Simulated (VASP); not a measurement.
Input of a VASP 6.6.1 run:

File INCAR:

```
  ALGO = Normal
  EDIFF = 1E-6
  ENCUT = 520
  ISIF = 2
  ISMEAR = -1
  ISPIN = 2
  LASPH = True
  LCHARG = True
  LELF = True
  LMAXMIX = 4
  LORBIT = 11
  LREAL = False
  LVHAR = True
  LWAVE = False
  MAGMOM = 1 2 0 0
  NBANDS = 28
  NELM = 150
  PREC = Accurate
  SIGMA = 0.05
```

KPOINTS

```
k-points
0
Gamma
  9 9 6
```

Contents of POSCAR:

```
CoNiO2
1.0
    3.0539998252      0.0000000000      0.0000000000
    0.0000000000      3.0539998252      0.0000000000
    0.0000000000      0.0000000000      4.2778477534
Ni Co O
1 1 2
Direct
    0.0000000000      0.0000000000      0.0000000000
    0.5000000000      0.5000000000      0.5000000000
    0.0000000000      0.0000000000      0.5000000000
    0.5000000000      0.5000000000      0.0000000000
```

Potentials or basis: VASP PAW LDA potentials, release 64 (Ni, Co, O).

The run is started by

```bash
$ cat potpaw_LDA.64/Ni/POTCAR potpaw_LDA.64/Co/POTCAR potpaw_LDA.64/O/POTCAR > POTCAR
$ mpirun -np 1 vasp_std > vasp.out
```

Q: Predict the pressure.

A: -27.3 GPa.

Q: Estimate the net moment.

A: 3.60 μB per cell.

Q: Estimate the site moments.

A: Ni +0.65; Co +2.45; O +0.24, +0.17 μB.

Caveat: the cell stands under tension.
